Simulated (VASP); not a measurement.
Set up this calculation in VASP 6.6.1, as the native input.

```yaml
Task: single point
Functional: PBEsol
Potentials_or_basis: VASP PAW PBE potentials, release 64 (In_d)
Cutoff: 520 eV
k_mesh: 18 × 18 × 18
Occupations: gaussian, width 0.1 eV
Spin: no spin polarisation
Dipole_correction: no
Further_INCAR_settings: ALGO = Fast; EDIFF = 1e-06; NBANDS = 12
```

The structure of In lies in POSCAR:

```
In
1.0
   -1.5974426173      1.5974426173      2.4986734159
    1.5974426173     -1.5974426173      2.4986734159
    1.5974426173      1.5974426173     -2.4986734159
In
1
Direct
    0.0000000000      0.0000000000      0.0000000000
```

The input as run:

INCAR

```
PREC = Accurate
ENCUT = 520
EDIFF = 1E-6
ISMEAR = 0
SIGMA = 0.1
LREAL = F
LASPH = T
NELM = 100
ALGO = Fast
ISIF = 2
LWAVE = F
LCHARG = F
GGA = PS
NBANDS = 12
```

KPOINTS

```
regular mesh
0
Gamma
  18 18 18
```

Potentials or basis: VASP PAW PBE potentials, release 64 (In_d).

Launch:

```console
$ cat potpaw_PBE.64/In_d/POTCAR > POTCAR
$ mpirun -np 1 vasp_std > vasp.out
```

It gave:

```yaml
Pressure: 0.0 GPa
```

Caveat: the PAW data sets were made with another functional, which shifts forces and pressure a little.

It took 2.4 min on 1 thread of Intel(R) Xeon(R) Platinum 8259CL CPU @ 2.50GHz (Skylake/Cascade Lake), on a shared host, peak memory 0.26 GiB.
